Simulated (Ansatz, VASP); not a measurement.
## ZnSe in VASP and in Ansatz

The input INCAR:

```
ALGO = Normal
EDIFF = 1E-6
EDIFFG = -0.01
ENCUT = 600
GGA = PE
IBRION = 2
ISIF = 3
ISMEAR = 0
LASPH = True
LCHARG = False
LREAL = False
LWAVE = False
NELM = 60
NSW = 100
PREC = Accurate
SIGMA = 0.02
```

The input KPOINTS:

```
k-points
0
Gamma
  8 8 4
```

Contents of POSCAR:

```
ZnSe
1.0
    4.1012917991      0.0000000000      0.0000000000
    0.0000000000      4.1012917991      0.0000000000
    0.0000000000      0.0000000000      6.4758420127
Zn Se
2 2
Direct
    0.0000000000      0.0000000000      0.0000000000
    0.5000000000      0.5000000000      0.0000000000
    0.0000000000      0.5000000000      0.2301433435
    0.5000000000      0.0000000000      0.7698566565
```

Input for Ansatz:

```yaml
crystal:
  lattice:
    - [4.1012917991, 0.0, 0.0]
    - [0.0, 4.1012917991, 0.0]
    - [0.0, 0.0, 6.4758420127]
  atoms:
    - { symbol: Zn, position: [0.0, 0.0, 0.0] }
    - { symbol: Zn, position: [0.5, 0.5, 0.0] }
    - { symbol: Se, position: [0.0, 0.5, 0.2301433435] }
    - { symbol: Se, position: [0.5, 0.0, 0.7698566565] }
basis:
  ecutwfc: 420
kpoints:
  mp_grid: { grid: [8, 8, 4] }
hamiltonian:
  xc: pbe
scf:
  occupations: { method: gaussian, width: 0.02 }
output:
  forces: true
  stress: true
  eigenvalues: true
  write_density: true
  write_potential: true
  elf: true
  volumetric_format: npy
relax:
  adjacent_minimum: "off"
  f_tol: 0.01
  max_steps: 80
  cell: { stress_tol: 0.05 }
```

Alike in both runs: task relaxation of cell and atoms; functional PBE; k mesh 8 × 8 × 4; occupations gaussian, width 0.02 eV; no spin polarisation.

```csv
,VASP,Ansatz
version,VASP 6.6.1,Ansatz 0.2.0
potentials or method,"VASP PAW PBE potentials, release 64 (Zn, Se), cutoff 600 eV","scalar-relativistic, plane waves, PAW"
valence electrons in the cell,36,56
```

|  | VASP | Ansatz | Ansatz less VASP |
| --- | --- | --- | --- |
| gap on the k mesh at the Fermi level, each at its own relaxed structure (eV) | 2.03 | 2.04 | +0.010 |
| relaxed volume (Å³/atom) | 27.30 | 27.23 | -0.071 |
| relaxed length of the cell vector where the two differ most in proportion (Å) | 6.482 | 6.476 | -0.0061 |

VASP's potentials hold 36 valence electrons a cell and Ansatz's 56, so a difference there can come from the potentials and not from the codes.
